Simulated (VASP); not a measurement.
## MgCdO: single point with PBE

The system is MgCdO.

```
Mg Cd O
1.0
     3.16622    0.00000    0.00000
     0.00000    3.16622    0.00000
     0.00000    0.00000    6.88905
Mg Cd O
1 1 1
Direct
  0.00000 0.00000 0.50000
  0.00000 0.00000 0.00000
  0.50000 0.50000 0.00000
```

The cell was built from a structure type or drawn by symmetry, and may not be a known phase.

```yaml
Program: VASP 6.6.1
Task: single point
Functional: PBE
Potentials_or_basis: VASP PAW PBE potentials, release 64 (Mg_sv, Cd_sv_GW, O)
Cutoff: 750 eV
k_mesh: 14 × 14 × 8
Occupations: gaussian, width 0.1 eV
Spin: no spin polarisation
```

```yaml
Pressure: -0.3 GPa
Band_gap_on_the_k_mesh: zero (bands 18 and 19 overlap by 3.64 eV)
```

Levels at points of the mesh, in eV from the Fermi level:
```csv
k point,band 16,band 17,band 18,band 19,band 20,band 21
"(0.00, 0.00, 0.00)",-3.74,-2.80,-2.80,-0.07,0.76,8.39
"(0.50, 0.00, 0.00)",-1.93,-0.62,-0.60,-0.57,1.42,4.91
"(0.50, 0.50, 0.00)",-4.59,-2.10,1.47,2.26,2.26,3.81
"(0.00, 0.00, 0.50)",-2.80,-2.80,-2.56,-1.73,3.31,4.20
"(0.50, 0.00, 0.50)",-2.06,-1.21,-0.57,-0.22,2.80,3.25
"(0.50, 0.50, 0.50)",-4.58,-2.11,1.92,2.25,2.25,2.63
```

It took 3.2 min on 1 thread of Intel(R) Xeon(R) 6975P-C (Granite Rapids) (shared host), peak memory 0.71 GiB.
